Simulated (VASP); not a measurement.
# BN (P6_3mc) in VASP: dielectric tensor with r2SCAN

Aim: the dielectric tensor of BN with r2SCAN.

All numbers are computed with VASP 6.6.1; they aren't measurements. Logs are shortened: lines on timing, memory, paths and dates and some standing lists are left out, and cuts for length are marked.

## 1. The cell of the first run

It takes space group P6_3mc (No. 186, hexagonal). Conventional cell: a = 2.544 Å, b = 2.544 Å, c = 4.124 Å, α = 90.00°, β = 90.00°, γ = 120.00°. B (site symmetry 3m) has 4 N at 1.55 to 1.56 Å within 2.1 Å. N (site symmetry 3m) has 4 B at 1.55 to 1.56 Å within 2.1 Å.

## 2. Dielectric tensor, r2SCAN (uniaxial z strain -2.0%)

File INCAR:

```
SYSTEM = BN
PREC = Accurate
ENCUT = 520
EDIFF = 1E-8
ISMEAR = 0
SIGMA = 0.01
LREAL = .FALSE.
LASPH = .TRUE.
NELM = 80
ALGO = Normal
ISIF = 2
LWAVE = .FALSE.
LCHARG = .FALSE.
METAGGA = R2SCAN
LMIXTAU = .TRUE.
LCALCEPS = .TRUE.
```

File KPOINTS:

```
regular mesh
0
G
  9 9 6
  0 0 0
```

File POSCAR:

```
BN
1.0
    2.5439499996      0.0000000000      0.0000000000
   -1.2719749998      2.2031253256      0.0000000000
    0.0000000000      0.0000000000      4.1236590347
B N
2 2
Direct
    0.3333333333      0.6666666667      0.0001020310
    0.6666666667      0.3333333333      0.5001020310
    0.3333333333      0.6666666667      0.3748979690
    0.6666666667      0.3333333333      0.8748979690
```

Potentials or basis: VASP PAW PBE potentials, release 64 (B, N).

Run with:

```sh
> cat potpaw_PBE.64/B/POTCAR potpaw_PBE.64/N/POTCAR > POTCAR
> mpirun -np 1 vasp_std > vasp.out
```

OUTCAR:

```text
SYSTEM = BN
   PREC = Accurate
   ENCUT = 520
   EDIFF = 1E-8
   ISMEAR = 0
   LREAL = .FALSE.
   LASPH = .TRUE.
   NELM = 80
   ISIF = 2
   METAGGA = R2SCAN

 ion  position               nearest neighbor table
   1  0.333  0.667  0.000-   3 1.55   4 1.56   4 1.56   4 1.56
   2  0.667  0.333  0.500-   4 1.55   3 1.56   3 1.56   3 1.56
   3  0.333  0.667  0.375-   1 1.55   2 1.56   2 1.56   2 1.56
   4  0.667  0.333  0.875-   2 1.55   1 1.56   1 1.56   1 1.56

  LATTYP: Found a hexagonal cell.
 ALAT       =     2.5439499996
 C/A-ratio  =     1.6209670140

  Lattice vectors:

 A1 = (   2.5439499996,   0.0000000000,   0.0000000000)
 A2 = (  -1.2719749998,   2.2031253256,   0.0000000000)
 A3 = (   0.0000000000,   0.0000000000,   4.1236590347)

Analysis of symmetry for initial positions (statically):
=====================================================================
 Subroutine PRICEL returns:
 Original cell was already a primitive cell.

 Routine SETGRP: Setting up the symmetry group for a
 hexagonal supercell.

 Subroutine GETGRP returns: Found 12 space group operations
 (whereof  6 operations were pure point group operations)
 out of a pool of 24 trial point group operations.

The static configuration has the point symmetry C_3v.
 The point group associated with its full space group is C_6v.

Analysis of symmetry for dynamics (positions and initial velocities):
=====================================================================
 Subroutine PRICEL returns:
 Original cell was already a primitive cell.

 Routine SETGRP: Setting up the symmetry group for a
 hexagonal supercell.

 Subroutine GETGRP returns: Found 12 space group operations
 (whereof  6 operations were pure point group operations)
 out of a pool of 24 trial point group operations.

The dynamic configuration has the point symmetry C_3v.
 The point group associated with its full space group is C_6v.

 Subroutine INISYM returns: Found 12 space group operations
 (whereof  6 operations are pure point group operations),
 and found     1 'primitive' translations

----------------------------------------------------------------------------------------

                                     Primitive cell

  volume of cell :      23.1116
[... 160 lines left out ...]
      5       5.2498      2.00000
      6       7.4605      2.00000
      7       7.6635      2.00000
      8       7.6635      2.00000
      9   10000.0000      0.00000
     10   10000.0000      0.00000
     11   10000.0000      0.00000
     12   10000.0000      0.00000
[... 331 lines left out ...]
 k-point    24 :       0.3333    0.3333    0.1667
  band No.  band energies     occupation
      1      -8.5342      2.00000
      2      -8.5342      2.00000
      3      -1.9026      2.00000
      4      -0.6012      2.00000
      5      -0.6012      2.00000
      6       1.6495      2.00000
      7       2.7828      2.00000
      8       2.7828      2.00000
      9   10000.0000      0.00000
     10   10000.0000      0.00000
     11   10000.0000      0.00000
     12   10000.0000      0.00000

 [... further k-points ...]

------------------------ aborting loop because EDIFF is reached ----------------------------------------

            Ionic dipole moment: p[ion]=(     0.00000     0.00000    -1.03260 ) |e| Angst

 Total electronic dipole moment: p[elc]=(     0.00000     0.00000     0.00824 ) |e| Angst

 MACROSCOPIC STATIC DIELECTRIC TENSOR (including local field effects)
 ------------------------------------------------------
           4.456128     0.000000     0.000000
          -0.000000     4.456128     0.000000
           0.000000    -0.000000     4.504204
 ------------------------------------------------------

 PIEZOELECTRIC TENSOR (including local field effects) (e Angst)
          XX          YY          ZZ          XY          YZ          ZX
  --------------------------------------------------------------------------------
  x     0.00000    -0.00000     0.00000     0.00000     0.00000     0.91929
  y    -0.00000    -0.00000    -0.00000     0.00000     0.91929    -0.00000
  z     0.76875     0.76875    -1.51508     0.00000     0.00000     0.00000

 PIEZOELECTRIC TENSOR (including local field effects) (C/m^2)
          XX          YY          ZZ          XY          YZ          ZX
  --------------------------------------------------------------------------------
  x     0.00000    -0.00000     0.00000     0.00000     0.00000     0.63728
  y    -0.00000    -0.00000    -0.00000     0.00000     0.63728    -0.00000
  z     0.53292     0.53292    -1.05030     0.00000     0.00000     0.00000

 BORN EFFECTIVE CHARGES (including local field effects) (in |e|, cummulative output)
 ---------------------------------------------------------------------------------
 ion    1
    1     1.94316     0.00000     0.00000
    2    -0.00000     1.94316     0.00000
    3     0.00000     0.00000     2.02139
 ion    2
    1     1.94316     0.00000     0.00000
    2     0.00000     1.94316     0.00000
    3     0.00000    -0.00000     2.02139
 ion    3
    1    -1.94316     0.00000     0.00000
    2     0.00000    -1.94316     0.00000
    3     0.00000     0.00000    -2.02139
 ion    4
    1    -1.94316     0.00000     0.00000
    2     0.00000    -1.94316     0.00000
    3    -0.00000    -0.00000    -2.02139

  FORCE on cell =-STRESS in cart. coord.  units (eV):
  Direction    XX          YY          ZZ          XY          YZ          ZX
  --------------------------------------------------------------------------------------
  -------------------------------------------------------------------------------------
  Total        0.3562180      0.3562180      3.4855024      0.0000000      0.0000000      0.0000000
  in kB       24.6942558     24.6942558    241.6269892      0.0000000      0.0000000      0.0000000
  external PRESSURE =      97.0051669 kB  Pullay stress =       0.0000000 kB

 VOLUME and BASIS-vectors are now :
 -----------------------------------------------------------------------------
  energy-cutoff  :      520.00
  volume of cell :       23.11
      direct lattice vectors                 reciprocal lattice vectors
     2.543950000  0.000000000  0.000000000     0.393089487  0.226950321  0.000000000
    -1.271975000  2.203125326  0.000000000     0.000000000  0.453900642  0.000000000
     0.000000000  0.000000000  4.123659035     0.000000000  0.000000000  0.242503076

 POSITION                                       TOTAL-FORCE (eV/Angst)
 -----------------------------------------------------------------------------------
     -0.00000      1.46875      0.00042         0.000000      0.000000     -0.002178
      1.27197      0.73438      2.06225        -0.000000      0.000000     -0.002178
     -0.00000      1.46875      1.54595         0.000000     -0.000000      0.002178
      1.27197      0.73438      3.60778        -0.000000      0.000000      0.002178
 -----------------------------------------------------------------------------------
    total drift:                               -0.000000      0.000000     -0.002160

  FREE ENERGIE OF THE ION-ELECTRON SYSTEM (eV)
  ---------------------------------------------------
  free  energy   TOTEN  =       -38.2286403099 eV

  energy  without entropy=      -38.2286403099  energy(sigma->0) =      -38.22864031
```

stdout:

```text
POSCAR found type information on POSCAR B N
 POSCAR found :  2 types and       4 ions
 scaLAPACK will be used
 -----------------------------------------------------------------------------
|                                                                             |
[... 98 lines left out ...]
dp_tot=( -0.118E-07  0.123E-07  0.452E-02 )  diag[e(oo)]=(    ---      ---    4.53788 )
 p_tot=(  0.376E-10  0.377E-09 -0.102E+01 )
dp_tot=( -0.118E-07  0.123E-07  0.451E-02 )  diag[e(oo)]=(    ---      ---    4.53061 )
 p_tot=(  0.502E-10  0.364E-09 -0.102E+01 )
dp_tot=( -0.118E-07  0.123E-07  0.449E-02 )  diag[e(oo)]=(    ---      ---    4.51826 )
 final diagonalization full
 p_tot=(  0.851E-10  0.337E-09 -0.102E+01 )
dp_tot=( -0.117E-07  0.123E-07  0.448E-02 )  diag[e(oo)]=(    ---      ---    4.50420 )
```

Run time: 35 min. Hardware: 1 thread of Intel Xeon Platinum 8488C (Sapphire Rapids), shared host; peak memory 0.38 GiB.

What came out:

```
Band gap on the k mesh                  : 5.78 eV, indirect (least direct gap 8.94 eV)
Electronic dielectric tensor (diagonal) : 4.46, 4.46, 4.50
Born charges (mean of the diagonal)     : B +1.97; N -1.97 e
```

Levels at points of the mesh, in eV from the valence-band top:
```csv
k point,band 4,band 5,band 6,band 7,band 8,band 9,band 10,band 11,band 12
"(0.00, 0.00, 0.00)",-2.41,-2.41,-0.20,0.00,0.00,8.98,8.98,10.06,10.10
"(0.00, 0.00, 0.50)",-5.86,-1.34,-1.34,-1.34,-1.34,10.16,10.16,10.67,10.67
```

Electronic dielectric tensor:
```
4.46 0.00 0.00
0.00 4.46 0.00
0.00 0.00 4.50
```

Born effective charge tensors (e):
atom 1, B
```
1.94 0.00 0.00
0.00 1.94 0.00
0.00 0.00 2.02
```
atom 2, B
```
1.94 0.00 0.00
0.00 1.94 0.00
0.00 0.00 2.02
```
atom 3, N
```
-1.94  0.00  0.00
 0.00 -1.94  0.00
 0.00  0.00 -2.02
```
atom 4, N
```
-1.94  0.00  0.00
 0.00 -1.94  0.00
 0.00  0.00 -2.02
```

Dipole moments of the cell (e·Å, modulo the quantum): ionic 0.000, 0.000, -1.033; electronic 0.000, 0.000, 0.008

Caveat: the cell differs from its parent crystal (uniaxial z strain -2.0%); the PAW data sets were made with another functional, which shifts forces and pressure a little.
